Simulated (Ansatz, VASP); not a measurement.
**One calculation of Si3Sn, two programs**

INCAR

```
SYSTEM = Si3Sn
ALGO = Normal ; EDIFF = 1E-6
ENCUT = 520 ; GGA = PE
ISIF = 2 ; ISMEAR = 0
LASPH = .True. ; LCHARG = .False.
LREAL = .False. ; LWAVE = .False.
NBANDS = 21 ; NELM = 60
PREC = Accurate ; SIGMA = 0.1
```

Contents of KPOINTS:

```
k-points
0
Gamma
  6 6 2
  0 0 0
```

Contents of POSCAR:

```
Si3Sn
1.0
    2.9695406000      0.0000000000      0.0000000000
   -1.4847703000      2.5716976000      0.0000000000
    0.0000000000      0.0000000000      9.6454044000
Si Sn
3 1
Direct
    0.3333333300      0.6666666700      0.7500000000
    0.3333333300      0.6666666700      0.2500000000
    0.6666666700      0.3333333300      0.5000000000
    0.6666666700      0.3333333300      0.0000000000
```

Input for Ansatz:

```yaml
crystal:
  lattice:
    - [2.9695406, 0.0, 0.0]
    - [-1.4847703, 2.5716976, 0.0]
    - [0.0, 0.0, 9.6454044]
  atoms:
    - { symbol: Si, position: [0.33333333, 0.66666667, 0.75] }
    - { symbol: Si, position: [0.33333333, 0.66666667, 0.25] }
    - { symbol: Si, position: [0.66666667, 0.33333333, 0.5] }
    - { symbol: Sn, position: [0.66666667, 0.33333333, 0.0] }
basis:
  ecutwfc: 420
kpoints:
  mp_grid: { grid: [6, 6, 2] }
hamiltonian:
  xc: pbe
scf:
  occupations: { method: gaussian, width: 0.1 }
  lower_state_search: "off"
output:
  forces: true
  stress: true
  eigenvalues: true
```

Alike in both runs: task single point; functional PBE; k mesh 6 × 6 × 2; occupations gaussian, width 0.1 eV; no spin polarisation.

```csv
,VASP,Ansatz
version,VASP 6.6.1,Ansatz 0.2.0
potentials or method,"VASP PAW PBE potentials, release 64 (Si, Sn_d), cutoff 520 eV","scalar-relativistic, plane waves, PAW"
valence electrons in the cell,26,26
```

|  | VASP | Ansatz | Ansatz less VASP |
| --- | --- | --- | --- |
| gap on the k mesh at the Fermi level (eV) | none | none | - |
| pressure (GPa) | 1.0 | 1.0 | +0.03 |
| traceless stress, the component that is largest in VASP (GPa) | -3.34 | -3.34 | +0.002 |
| rms of the force components (eV/Å) | 0.549 | 0.549 | 0.0000 |

Atom by atom the forces differ by 0.000 eV/Å (rms over components). A gap of «none» marks a metal or a gap that the smearing closes.

The k mesh is coarse, so the values compare programs but aren't converged.
